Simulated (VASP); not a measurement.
Set up this calculation in VASP 6.6.1, as the native input.

```yaml
Task: single point
Functional: PBE
Potentials_or_basis: VASP PAW PBE potentials, release 64 (Hf_pv, Ti_sv, N)
Cutoff: 520 eV
k_mesh: 8 × 8 × 8
Occupations: gaussian, width 0.1 eV
Spin: no spin polarisation
Dipole_correction: no
Further_INCAR_settings: ALGO = Normal; EDIFF = 1e-06; NBANDS = 41
```

The structure of Hf3TiN4 lies in POSCAR:

```
Hf3TiN4
1.0
    4.3514939943      0.0000000000      0.0000000000
    0.0000000000      4.3514939943      0.0000000000
    0.0000000000      0.0000000000      4.3514939943
Hf Ti N
3 1 4
Direct
    0.5000000000      0.0000000000      0.0000000000
    0.0000000000      0.0000000000      0.5000000000
    0.0000000000      0.5000000000      0.0000000000
    0.5000000000      0.5000000000      0.5000000000
    0.0000000000      0.5000000000      0.5000000000
    0.5000000000      0.5000000000      0.0000000000
    0.0000000000      0.0000000000      0.0000000000
    0.5000000000      0.0000000000      0.5000000000
```

The input as run:

INCAR

```
PREC = Accurate ; ENCUT = 520
EDIFF = 1E-6 ; ISMEAR = 0
SIGMA = 0.1 ; LREAL = F
LASPH = T ; NELM = 100
ALGO = Normal ; ISIF = 2
LWAVE = F ; LCHARG = F
GGA = PE ; NBANDS = 41
```

KPOINTS

```
regular mesh
0
Gamma
  8 8 8
```

Potentials or basis: VASP PAW PBE potentials, release 64 (Hf_pv, Ti_sv, N).

The run is started by

```console
$ cat potpaw_PBE.64/Hf_pv/POTCAR potpaw_PBE.64/Ti_sv/POTCAR potpaw_PBE.64/N/POTCAR > POTCAR
$ mpirun -np 1 vasp_std > vasp.out
```

Results of the run:

| Property | Result |
| --- | --- |
| Pressure | 28.3 GPa |
| Band gap on the k mesh | zero (bands 31 and 32 overlap by 4.36 eV) |

Caveat: the cell stands under pressure; spin-orbit coupling is left out, which moves the levels of the heavy elements.

It took 96 s on 1 thread of Intel(R) Xeon(R) Platinum 8124M CPU @ 3.00GHz (Skylake/Cascade Lake) (shared host), peak memory 0.25 GiB.
